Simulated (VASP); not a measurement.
# PbS (Galena) (Fm-3m) in VASP: a series of runs

PbS (Galena) is run at these levels: BLYP+D4, RPBE+D4, PBE; tasks: single point, relaxation of cell and atoms.

Program: VASP 6.6.1. These are calculated values, not measurements. Logs are shortened: lines on timing, memory, paths and dates and some standing lists are left out, and cuts for length are marked.

### 1 The cell of the first run

Symmetry: Fm-3m, No. 225, cubic system. The conventional cell has a = 6.127 Å, b = 6.127 Å, c = 6.127 Å, α = 90.00°, β = 90.00°, γ = 90.00°. Within 4.0 Å of Pb (site symmetry m-3m) lie 6 S at 3.06 Å. Within 4.0 Å of S (site symmetry m-3m) lie 6 Pb at 3.06 Å.

### 2 Single point, BLYP+D4

Input file INCAR:

```
AGGAC = 1.0
AGGAX = 1.0
ALDAC = 0.0
ALDAX = 1.0
ALGO = Normal
EDIFF = 1E-7
ENCUT = 520
GGA = B5
ISIF = 2
ISMEAR = -1
IVDW = 13
LASPH = T
LCHARG = T
LELF = T
LREAL = F
LVHAR = T
LWAVE = F
NBANDS = 17
NELM = 100
PREC = Accurate
SIGMA = 0.05
VDW_A1 = 0.44488865
VDW_A2 = 4.0933009
VDW_S6 = 1.0
VDW_S8 = 2.34076671
```

Input file KPOINTS:

```
k-points
0
Gamma
  8 8 8
```

Input file POSCAR:

```
PbS
1.0
    0.0000000000      3.0636848996      3.0636848996
    3.0636848996      0.0000000000      3.0636848996
    3.0636848996      3.0636848996      0.0000000000
Pb S
1 1
Direct
    0.0000000000      0.0000000000      0.0000000000
    0.5000000000      0.5000000000      0.5000000000
```

Potentials or basis: VASP PAW PBE potentials, release 64 (Pb_d, S).

Started as:

```console
$ cat potpaw_PBE.64/Pb_d/POTCAR potpaw_PBE.64/S/POTCAR > POTCAR
$ mpirun -np 1 vasp_std > vasp.out
```

OUTCAR:

```text
EDIFF = 1E-7
   ENCUT = 520
   GGA = B5
   ISIF = 2
   ISMEAR = -1
   IVDW = 13
   LASPH = T
   LREAL = F
   NELM = 100
   PREC = Accurate

 ion  position               nearest neighbor table
   1  0.000  0.000  0.000-   2 3.06   2 3.06   2 3.06   2 3.06   2 3.06   2 3.06
   2  0.500  0.500  0.500-   1 3.06   1 3.06   1 3.06   1 3.06   1 3.06   1 3.06

  LATTYP: Found a face centered cubic cell.
 ALAT       =     6.1273697992

  Lattice vectors:

 A1 = (   0.0000000000,   3.0636848996,   3.0636848996)
 A2 = (   3.0636848996,   0.0000000000,   3.0636848996)
 A3 = (   3.0636848996,   3.0636848996,   0.0000000000)

Analysis of symmetry for initial positions (statically):
=====================================================================
 Subroutine PRICEL returns:
 Original cell was already a primitive cell.

 Routine SETGRP: Setting up the symmetry group for a
 face centered cubic supercell.

 Subroutine GETGRP returns: Found 48 space group operations
[... 9 lines left out ...]

 Routine SETGRP: Setting up the symmetry group for a
 face centered cubic supercell.

 Subroutine GETGRP returns: Found 48 space group operations
[... 11 lines left out ...]
                                     Primitive cell

  volume of cell :      57.5125

  direct lattice vectors                    reciprocal lattice vectors
     0.000000000  3.063684900  3.063684900    -0.163202162  0.163202162  0.163202162
     3.063684900  0.000000000  3.063684900     0.163202162 -0.163202162  0.163202162
     3.063684900  3.063684900  0.000000000     0.163202162  0.163202162 -0.163202162

  length of vectors
     4.332704736  4.332704736  4.332704736     0.282674437  0.282674437  0.282674437

  position of ions in fractional coordinates (direct lattice)
     0.000000000  0.000000000  0.000000000
     0.500000000  0.500000000  0.500000000

  ion indices of the primitive-cell ions
   primitive index   ion index
                 1           1
                 2           2

----------------------------------------------------------------------------------------

 KPOINTS: k-points

Automatic generation of k-mesh.
 Grid dimensions read from file:
 generate k-points for:    8    8    8

 Generating k-lattice:
[... 52 lines left out ...]
 SYSTEM =  unknown system
   PREC   = accura    normal or accurate (medium, high low for compatibility)
   ISTART =      0    job   : 0-new  1-cont  2-samecut
   ICHARG =      2    charge: 1-file 2-atom 10-const
   ISPIN  =      1    spin polarized calculation?
   LNONCOLLINEAR =      F non collinear calculations
   LSORBIT =      F    spin-orbit coupling
   LASPH  =      T    aspherical Exc in radial PAW
   ENCUT  =  520.0 eV  38.22 Ry    6.18 a.u.   8.06  8.06  8.06*2*pi/ulx,y,z
   NELM   =    100;   NELMIN=  2; NELMDL= -5     # of ELM steps
   EDIFF  = 0.1E-06   stopping-criterion for ELM
   LREAL  =      F    real-space projection
   EDIFFG = 0.1E-05   stopping-criterion for IOM
   NSW    =      0    number of steps for IOM
   IBRION =     -1    ionic relax: 0-MD 1-quasi-New 2-CG
   NFREE  =      0    steps in history (QN), initial steepest desc. (CG)
   ISIF   =      2    stress and relaxation
   ISYM   =      2    0-nonsym 1-usesym 2-fastsym
   POTIM  = 0.5000    time-step for ionic-motion
   TEBEG  =    0.0;   TEEND  =   0.0 temperature during run
   PSTRESS=    0.0 pullay stress
   NELECT =      20.0000    total number of electrons
   NUPDOWN=      -1.0000    fix difference up-down
   EMIN   =  10.00;   EMAX   =-10.00  energy-range for DOS
   EFERMI =   0.00;   METHOD = LEGACY
   ISMEAR =    -1;   SIGMA  =   0.05  broadening in eV -4-tet -1-fermi 0-gaus
   EFERMI_NEDOS =   21; number of points for ismear=-14 and -15
   IALGO  =     38    algorithm
   IMIX   =      4    mixing-type and parameters
     AMIX     =   0.40;   BMIX     =  1.00
     AMIX_MAG =   1.60;   BMIX_MAG =  1.00
  volume/ion in A,a.u.               =      28.76       194.06
  Fermi-wavevector in a.u.,A,eV,Ry     =   1.151235  2.175519 18.032380  1.325343
  Thomas-Fermi vector in A             =   2.287894
   LORBIT       =      0    0 simple, 1 ext, 2 COOP (PROOUT), +10 PAW based schemes
   GGA     = B5    functional components
   LHFCALC =     F    Hartree Fock is set to
   AEXX    =    0.0000 exact exchange contribution
   IVDW    =    13    specifies the selected vdW correction
   LEPSILON=     F    determine dielectric tensor
   LRPA    =     F    only Hartree local field effects (RPA)
 non-spin polarized calculation
  energy-cutoff  :      520.00
  volume of cell :       57.51
 maximum number of plane-waves:      1572
   NGX = 17   NGY = 17   NGZ = 17

 number of electron      19.9999998 magnetization

 Free energy of the ion-electron system (eV)
  ---------------------------------------------------
  ext. energy  EPLUGINS =         0.00000000
  ---------------------------------------------------
  free energy    TOTEN  =        -7.76030910 eV

  energy without entropy =       -7.76030201  energy(sigma->0) =       -7.76030556

 E-fermi :   5.3009     XC(G=0):  -8.6880

 val. band max:        4.9236935099   @ k =   0.5000   0.0000   0.0000
 cond. band min:       5.6779374765   @ k =   0.5000   0.0000   0.0000
 fundamental gap:      0.7542439666
 Fermi energy:         5.3008956621

 k-point     1 :       0.0000    0.0000    0.0000
  band No.  band energies     occupation
      1     -11.6853      2.00000
      2     -11.6853      2.00000
      3     -11.6853      2.00000
      4     -11.6706      2.00000
      5     -11.6706      2.00000
      6      -7.7422      2.00000
[... 457 lines left out ...]
      4     -11.6647      2.00000
      5     -11.6509      2.00000
      6      -6.5695      2.00000
[... 9 lines left out ...]
     16      16.0543      0.00000
     17      16.2473      0.00000

 [... further k-points ...]

------------------------ aborting loop because EDIFF is reached ----------------------------------------

  DFT-D4 for vdW energy calculation

  Edisp (eV):   -1.39121

  FORCE on cell =-STRESS in cart. coord.  units (eV):
  Direction    XX          YY          ZZ          XY          YZ          ZX
  --------------------------------------------------------------------------------------
  -------------------------------------------------------------------------------------
  Total       0.01826     0.01826     0.01826    -0.00000     0.00000     0.00000
  in kB       0.50872     0.50872     0.50872    -0.00000     0.00000     0.00000
  external pressure =        0.51 kB  Pullay stress =        0.00 kB

 VOLUME and BASIS-vectors are now :
 -----------------------------------------------------------------------------
  energy-cutoff  :      520.00
  volume of cell :       57.51
      direct lattice vectors                 reciprocal lattice vectors
     0.000000000  3.063684900  3.063684900    -0.163202162  0.163202162  0.163202162
     3.063684900  0.000000000  3.063684900     0.163202162 -0.163202162  0.163202162
     3.063684900  3.063684900  0.000000000     0.163202162  0.163202162 -0.163202162

 POSITION                                       TOTAL-FORCE (eV/Angst)
 -----------------------------------------------------------------------------------
      0.00000      0.00000      0.00000         0.000000     -0.000000     -0.000000
      3.06368      3.06368      3.06368         0.000000      0.000000      0.000000
 -----------------------------------------------------------------------------------
    total drift:                                0.000000     -0.000000     -0.000000

  FREE ENERGIE OF THE ION-ELECTRON SYSTEM (eV)
  ---------------------------------------------------
  free  energy   TOTEN  =        -9.1515201077 eV

  energy  without entropy=       -9.1515130109  energy(sigma->0) =       -9.15151656
```

stdout:

```text
POSCAR found type information on POSCAR PbS
 POSCAR found :  2 types and       2 ions
 scaLAPACK will be used
 -----------------------------------------------------------------------------
|                                                                             |
|                                                                             |
|     You enforced a specific xc type in the INCAR file but a different       |
|     I HOPE YOU KNOW WHAT YOU ARE DOING!                                     |
|                                                                             |
 -----------------------------------------------------------------------------

 LDA part: xc-table for (Slater(with rela. corr.)+VWN5), standard interpolation
 POSCAR, INCAR and KPOINTS ok, starting setup
 FFT: planning ... GRIDC
 FFT: planning ... GRID_SOFT
 FFT: planning ... GRID
 WAVECAR not read
 entering main loop
```

It took 15 s on 1 thread of Intel Xeon 6975P-C (Granite Rapids), shared host; peak memory 0.18 GiB.

What came out:

- Free energy: -9.1515 eV
- Pressure: 0.1 GPa
- Band gap on the k mesh: 0.75 eV, direct
- Dispersion energy per atom: -0.696 eV

Levels at points of the mesh, in eV from the valence-band top:
| k point | band 6 | band 7 | band 8 | band 9 | band 10 | band 11 | band 12 | band 13 | band 14 | band 15 |
| --- | --- | --- | --- | --- | --- | --- | --- | --- | --- | --- |
| (0.00, 0.00, 0.00) | -12.67 | -6.21 | -1.61 | -1.61 | -1.61 | 4.90 | 4.90 | 4.90 | 7.23 | 7.23 |
| (0.50, 0.00, 0.00) | -11.65 | -8.31 | -1.27 | -1.27 | 0.00 | 0.75 | 2.20 | 2.20 | 8.94 | 10.45 |
| (0.50, 0.50, 0.00) | -11.37 | -7.10 | -4.23 | -2.72 | -2.72 | 4.64 | 5.31 | 5.31 | 5.32 | 11.26 |

Caveat: the PAW data sets were made with another functional, which shifts forces and pressure a little; spin-orbit coupling is left out, which moves the levels of the heavy elements. A k mesh can miss the band edges.

### 3 Relaxation of cell and atoms, RPBE+D4

This run uses another cell than the first one, of 26.09 Å³/atom, 0.907 times its volume.

Input file INCAR:

```
ALGO = Normal ; EDIFF = 1E-6
EDIFFG = -0.02 ; ENCUT = 600
GGA = RP ; IBRION = 2
ISIF = 3 ; ISMEAR = -1
IVDW = 13 ; LASPH = True
LCHARG = False ; LREAL = False
LWAVE = False ; NELM = 100
NSW = 80 ; PREC = Accurate
SIGMA = 0.05
```

KPOINTS is that of step 2.

Input file POSCAR:

```
PbS
1.0
    0.0000000000      2.9657500000      2.9657500000
    2.9657500000      0.0000000000      2.9657500000
    2.9657500000      2.9657500000      0.0000000000
Pb S
1 1
Direct
    0.0000000000      0.0000000000      0.0000000000
    0.5000000000      0.5000000000      0.5000000000
```

Potentials or basis: VASP PAW PBE potentials, release 64 (Pb_d, S).

Started as:

```console
$ cat potpaw_PBE.64/Pb_d/POTCAR potpaw_PBE.64/S/POTCAR > POTCAR
$ mpirun -np 1 vasp_std > vasp.out
```

Run time: 18 s. Hardware: 1 thread of Intel Xeon 6975P-C (Granite Rapids), shared host; peak memory 0.21 GiB.

It converged, with:

- Free energy: -9.4858 eV
- Relaxed volume: 26.24 Å³/atom
- Relaxed cell: a = 4.203 Å, b = 4.203 Å, c = 4.203 Å, α = 60.00°, β = 60.00°, γ = 60.00°
- Space group after relaxing (to 0.05 Å): Fm-3m (No. 225)
- Energy gained by relaxing: 0.1 meV/atom
- Ionic steps: 2
- Pressure after relaxing: -0.1 GPa
- Band gap on the k mesh: 0.48 eV, direct
- Dispersion energy per atom: -0.709 eV

Step by step:
| step | energy change (eV) | largest force (eV/Å) | pressure (GPa) | volume (Å³) |
| --- | --- | --- | --- | --- |
| 1 | 0.0000 | 0.0000 | 0.26 | 52.17 |
| 2 | -0.0002 | 0.0000 | -0.08 | 52.49 |

Final structure:
```
Pb S
1.0
     0.00000    2.97170    2.97170
     2.97170    0.00000    2.97170
     2.97170    2.97170    0.00000
Pb S
1 1
Direct
  0.00000 0.00000 0.00000
  0.50000 0.50000 0.50000
```

Levels at points of the mesh, in eV from the valence-band top:
```
           k point  band 8  band 9  band 10  band 11  band 12  band 13
(0.00, 0.00, 0.00)   -2.15   -2.15    -2.15     5.26     5.26     5.26
(0.50, 0.00, 0.00)   -1.77   -1.77     0.00     0.48     2.03     2.03
(0.50, 0.50, 0.00)   -5.11   -3.39    -3.39     3.99     5.63     5.72
```

Caveat: the PAW data sets were made with another functional, which shifts forces and pressure a little; spin-orbit coupling is left out, which moves the levels of the heavy elements.

### 4 Relaxation of cell and atoms, BLYP+D4

This run uses another cell than the first one, of 26.09 Å³/atom, 0.907 times its volume.

Input file INCAR:

```
PREC     = Accurate       # precision mode
ENCUT    = 600            # plane-wave cutoff, eV
EDIFF    = 1E-6           # SCF threshold, eV
ISMEAR   = -1             # smearing method
SIGMA    = 0.05           # smearing width, eV
LREAL    = False          # projectors in reciprocal space
LASPH    = True           # aspherical terms in the spheres
NELM     = 60             # most SCF steps
ALGO     = Normal         # electronic algorithm
ISIF     = 3              # what is computed and relaxed
LWAVE    = False          # write WAVECAR
LCHARG   = False          # write CHGCAR
GGA      = B5             # functional
ALDAX    = 1.0          
AGGAX    = 1.0          
AGGAC    = 1.0          
ALDAC    = 0.0          
IVDW     = 13             # dispersion correction
VDW_S6   = 1.0          
VDW_S8   = 2.34076671   
VDW_A1   = 0.44488865   
VDW_A2   = 4.0933009    
IBRION   = 2              # ionic algorithm
NSW      = 80             # ionic steps
EDIFFG   = -0.01          # ionic threshold
```

Input file KPOINTS:

```
regular mesh
0
Gamma
  8 8 8
```

POSCAR is that of step 3.

Started as:

```console
$ cat potpaw_PBE.64/Pb_d/POTCAR potpaw_PBE.64/S/POTCAR > POTCAR
$ mpirun -np 1 vasp_std > vasp.out
```

Wall time 1.9 min (1 thread of Intel Xeon 6975P-C (Granite Rapids), shared host); peak memory 0.22 GiB.

The run converged. Its results:

- Free energy: -9.1511 eV
- Relaxed volume: 28.76 Å³/atom
- Relaxed cell: a = 4.333 Å, b = 4.333 Å, c = 4.333 Å, α = 60.00°, β = 60.00°, γ = 60.00°
- Space group after relaxing (to 0.05 Å): Fm-3m (No. 225)
- Energy gained by relaxing: 36.8 meV/atom
- Ionic steps: 9
- Pressure after relaxing: 0.0 GPa
- Band gap on the k mesh: 0.75 eV, direct
- Dispersion energy per atom: -0.696 eV

Step by step:
| step | energy change (eV) | largest force (eV/Å) | pressure (GPa) | volume (Å³) |
| --- | --- | --- | --- | --- |
| 1 | 0.0000 | 0.0000 | 1.99 | 52.17 |
| 2 | -0.0145 | 0.0000 | 0.73 | 54.66 |
| 3 | -0.0466 | 0.0000 | 5.73 | 56.27 |
| 4 | -0.0363 | 0.0000 | -4.45 | 59.57 |
| 5 | -0.0697 | 0.0000 | -2.14 | 58.06 |
| 6 | -0.0707 | 0.0000 | 2.36 | 57.12 |
| 7 | -0.0735 | 0.0000 | -0.41 | 57.61 |
| 8 | -0.0736 | 0.0000 | 0.16 | 57.50 |
| 9 | -0.0736 | 0.0000 | 0.04 | 57.52 |

Final structure:
```cif
data_structure
_symmetry_space_group_name_H-M 'P 1'
_symmetry_Int_Tables_number 1
_cell_length_a 4.3330
_cell_length_b 4.3330
_cell_length_c 4.3330
_cell_angle_alpha 60.000
_cell_angle_beta 60.000
_cell_angle_gamma 60.000
_cell_volume 57.52
loop_
_atom_site_label
_atom_site_type_symbol
_atom_site_fract_x
_atom_site_fract_y
_atom_site_fract_z
_atom_site_occupancy
Pb1 Pb 0.00000 0.00000 0.00000 1
S1 S 0.50000 0.50000 0.50000 1
```

Levels at points of the mesh, in eV from the valence-band top:
| k point | band 6 | band 7 | band 8 | band 9 | band 10 | band 11 | band 12 | band 13 | band 14 |
| --- | --- | --- | --- | --- | --- | --- | --- | --- | --- |
| (0.00, 0.00, 0.00) | -12.66 | -6.21 | -1.61 | -1.61 | -1.61 | 4.90 | 4.90 | 4.90 | 7.23 |
| (0.50, 0.00, 0.00) | -11.65 | -8.31 | -1.27 | -1.27 | 0.00 | 0.75 | 2.20 | 2.20 | 8.94 |
| (0.50, 0.50, 0.00) | -11.37 | -7.10 | -4.23 | -2.71 | -2.71 | 4.64 | 5.31 | 5.31 | 5.32 |

Caveat: the PAW data sets were made with another functional, which shifts forces and pressure a little; spin-orbit coupling is left out, which moves the levels of the heavy elements; the volume moved by +10 % from the deposited cell, more than functionals usually miss. A k mesh can miss the band edges.

### 5 Single point, PBE, non-collinear spin, zero start, spin-orbit coupling

This run uses another cell than the first one, of 26.09 Å³/atom, 0.907 times its volume.

Input file INCAR:

```
SYSTEM = PbS
PREC = Accurate
ENCUT = 520
EDIFF = 1E-6
ISMEAR = -1
SIGMA = 0.05
LREAL = .FALSE.
LASPH = .TRUE.
NELM = 150
ALGO = Normal
ISIF = 2
LWAVE = .FALSE.
LCHARG = .FALSE.
MAGMOM = 0 0 0 0 0 0
LORBIT = 11
LSORBIT = .TRUE.
GGA_COMPAT = .FALSE.
LORBMOM = .TRUE.
GGA = PE
NBANDS = 32
```

Input file KPOINTS:

```
regular mesh
0
G
  6 6 6
  0 0 0
```

POSCAR is that of step 4.

Started as:

```console
$ cat potpaw_PBE.64/Pb_d/POTCAR potpaw_PBE.64/S/POTCAR > POTCAR
$ mpirun -np 1 vasp_ncl > vasp.out
```

It took 29 s on 1 thread of Intel Xeon 6975P-C (Granite Rapids), shared host; peak memory 0.31 GiB.

The run converged. Its results:

```yaml
Free_energy: -9.1368 eV
Pressure: 1.7 GPa
Net_moment: 0.00 μB per cell
Valence_electrons_inside_the_program's_atomic_spheres: Pb 11.85; S 3.68
```

Moments on the atoms (μB; x, y, z):
```
Pb  0.00 0.00 0.00
S   0.00 0.00 0.00
```

### 6 The runs side by side

| task | level | spin | cell | k mesh | cutoff (eV) | gap on the mesh (eV) | pressure (GPa) | relaxed volume (Å³/atom) |
| --- | --- | --- | --- | --- | --- | --- | --- | --- |
| single point | BLYP+D4 | off | a = 4.333 Å, angles 60.0°, 2 atoms | 8 × 8 × 8 | 520 | 0.75 | 0.1 | - |
| relaxation of cell and atoms | RPBE+D4 | off | relaxed from a = 4.194 Å, angles 60.0°, 2 atoms | 8 × 8 × 8 | 600 | 0.48 | -0.1 | 26.24 |
| relaxation of cell and atoms | BLYP+D4 | off | relaxed from a = 4.194 Å, angles 60.0°, 2 atoms | 8 × 8 × 8 | 600 | 0.75 | 0.0 | 28.76 |
| single point | PBE | non-collinear, zero start, SOC | a = 4.194 Å, angles 60.0°, 2 atoms | 6 × 6 × 6 | 520 | - | 1.7 | - |

Alike in all rows: potentials or basis VASP PAW PBE potentials, release 64 (Pb_d, S); smearing fermi-dirac 0.05 eV.

Caveats: the PAW data sets were made with another functional, which shifts forces and pressure a little (some runs); spin-orbit coupling is left out, which moves the levels of the heavy elements (some runs); the volume moved by +10 % from the deposited cell, more than functionals usually miss (some runs).

Total energies depend on the potentials used, so only differences within one code and one set of settings carry meaning.
